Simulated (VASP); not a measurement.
Write the native input for VASP 6.6.1 that does the following.

- Task: single point
- Functional: PBE
- Potentials or basis: VASP PAW PBE potentials, release 64 (Ni)
- Cutoff: 520 eV
- k mesh: 20 × 20 × 20
- Occupations: fermi-dirac, width 0.05 eV
- Spin: collinear spin, ferromagnetic start
- Starting moments: [1.5] μB
- Dipole correction: no
- Further INCAR settings: ALGO = Normal; EDIFF = 1e-06; NBANDS = 15

The structure of Ni lies in POSCAR:

```
Ni
1.0
    0.0000000000      1.7825618196      1.7825618196
    1.7825618196      0.0000000000      1.7825618196
    1.7825618196      1.7825618196      0.0000000000
Ni
1
Direct
    0.0000000000      0.0000000000      0.0000000000
```

This cell differs from its parent crystal: volume scaled by 1.025.

These files were run (other wordings do the same):

INCAR

```
SYSTEM = Ni
  PREC = Accurate
  ENCUT = 520
  EDIFF = 1E-6
  ISMEAR = -1
  SIGMA = 0.05
  LREAL = .False.
  LASPH = .True.
  NELM = 150
  ALGO = Normal
  ISIF = 2
  LWAVE = .False.
  LCHARG = .False.
  ISPIN = 2
  MAGMOM = 1.5
  LORBIT = 11
  LMAXMIX = 4
  GGA = PE
  NBANDS = 15
```

KPOINTS

```
regular mesh
0
Gamma
  20 20 20
  0 0 0
```

Potentials or basis: VASP PAW PBE potentials, release 64 (Ni).

The run is started by

```bash
$ cat potpaw_PBE.64/Ni/POTCAR > POTCAR
$ mpirun -np 1 vasp_std > vasp.out
```

It gave:

```json
{
 "Pressure": "-7.0 GPa",
 "Net moment": "0.63 μB per cell",
 "Site moments": "Ni +0.65 μB",
 "Valence electrons inside the program's atomic spheres": "Ni 9.24"
}
```

Run time: 36 s on 1 thread of Intel(R) Xeon(R) 6975P-C (Granite Rapids), with other jobs on the host, peak memory 0.18 GiB.
